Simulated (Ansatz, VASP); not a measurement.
MgCuC6N6 in VASP and in Ansatz

File INCAR:

```
ALGO = Normal
EDIFF = 1E-7
EDIFFG = -0.01
ENCUT = 600
GGA = PE
GGA_COMPAT = False
IBRION = 2
ISIF = 3
ISMEAR = 0
ISPIN = 2
KPAR = 4
LASPH = True
LCHARG = False
LMAXMIX = 4
LORBIT = 11
LREAL = False
LWAVE = False
MAGMOM = 0 0.62 0 0 0 0 0 0 0 0 0 0 0 0
NELM = 200
NELMIN = 4
NSW = 100
PREC = Accurate
SIGMA = 0.1
```

File KPOINTS:

```
k-points
0
Gamma
  6 6 6
```

The input POSCAR:

```
MgCuC6N6
1.0
    0.0000000000      5.4113101215      5.4113101215
    5.4113101215      0.0000000000      5.4113101215
    5.4113101215      5.4113101215      0.0000000000
Mg Cu C N
1 1 6 6
Direct
    0.0000000000      0.0000000000      0.0000000000
    0.5000000000      0.5000000000      0.5000000000
    0.7888060115      0.2111939885      0.2111939885
    0.2111939885      0.7888060115      0.2111939885
    0.2111939885      0.2111939885      0.7888060115
    0.2111939885      0.7888060115      0.7888060115
    0.7888060115      0.2111939885      0.7888060115
    0.7888060115      0.7888060115      0.2111939885
    0.6809018305      0.3190981695      0.3190981695
    0.3190981695      0.6809018305      0.3190981695
    0.3190981695      0.3190981695      0.6809018305
    0.3190981695      0.6809018305      0.6809018305
    0.6809018305      0.3190981695      0.6809018305
    0.6809018305      0.6809018305      0.3190981695
```

Input for Ansatz:

```yaml
crystal:
  lattice:
    - [0.0, 5.4113101215, 5.4113101215]
    - [5.4113101215, 0.0, 5.4113101215]
    - [5.4113101215, 5.4113101215, 0.0]
  atoms:
    - { symbol: Mg, position: [0.0, 0.0, 0.0] }
    - { symbol: Cu, position: [0.5, 0.5, 0.5], spin: 0.62 }
    - { symbol: C, position: [0.7888060115, 0.2111939885, 0.2111939885] }
    - { symbol: C, position: [0.2111939885, 0.7888060115, 0.2111939885] }
    - { symbol: C, position: [0.2111939885, 0.2111939885, 0.7888060115] }
    - { symbol: C, position: [0.2111939885, 0.7888060115, 0.7888060115] }
    - { symbol: C, position: [0.7888060115, 0.2111939885, 0.7888060115] }
    - { symbol: C, position: [0.7888060115, 0.7888060115, 0.2111939885] }
    - { symbol: "N", position: [0.6809018305, 0.3190981695, 0.3190981695] }
    - { symbol: "N", position: [0.3190981695, 0.6809018305, 0.3190981695] }
    - { symbol: "N", position: [0.3190981695, 0.3190981695, 0.6809018305] }
    - { symbol: "N", position: [0.3190981695, 0.6809018305, 0.6809018305] }
    - { symbol: "N", position: [0.6809018305, 0.3190981695, 0.6809018305] }
    - { symbol: "N", position: [0.6809018305, 0.6809018305, 0.3190981695] }
basis:
  ecutwfc: 420
kpoints:
  mp_grid: { grid: [6, 6, 6] }
hamiltonian:
  xc: pbe
scf:
  occupations: { method: gaussian, width: 0.1 }
output:
  forces: true
  stress: true
  eigenvalues: true
  populations: true
  write_density: true
  write_potential: true
  elf: true
  volumetric_format: npy
magnetization:
  spin_polarized: true
relax:
  adjacent_minimum: "off"
  f_tol: 0.01
  max_steps: 80
  cell: { stress_tol: 0.05 }
```

Alike in both runs: task relaxation of cell and atoms; functional PBE; k mesh 6 × 6 × 6; occupations gaussian, width 0.1 eV; collinear spin.

|  | VASP | Ansatz |
| --- | --- | --- |
| version | VASP 6.6.1 | Ansatz 0.2.0 |
| potentials or method | VASP PAW PBE potentials, release 64 (Mg, Cu, C, N), cutoff 600 eV | scalar-relativistic, plane waves, PAW |
| valence electrons in the cell | 67 | 83 |

Ansatz gave:

- gap on the k mesh at the Fermi level, each at its own relaxed structure (eV): none
- net moment per atom (μB): 0.07
- size of the moment on the site where the two differ most (μB): 0.04
- relaxed volume (Å³/atom): 22.68
- relaxed cell length with the largest relative difference (Å): 7.658

Task: Which values does VASP return?

Result: gap on the k mesh at the Fermi level, each at its own relaxed structure (eV): none; net moment per atom (μB): 0.07; size of the moment on the site where the two differ most (μB): 0.07; relaxed volume (Å³/atom): 22.71; relaxed cell length with the largest relative difference (Å): 7.661.

Site moments also hang on the region over which each program counts them. A gap of «none» marks a metal or a gap that the smearing closes. VASP's potentials hold 67 valence electrons a cell and Ansatz's 83, so a difference there can come from the potentials and not from the codes. Ansatz's warnings: xc potential rough in thin density.

Noted on VASP's run: the standard files for N, O and F lose accuracy on very short bonds.
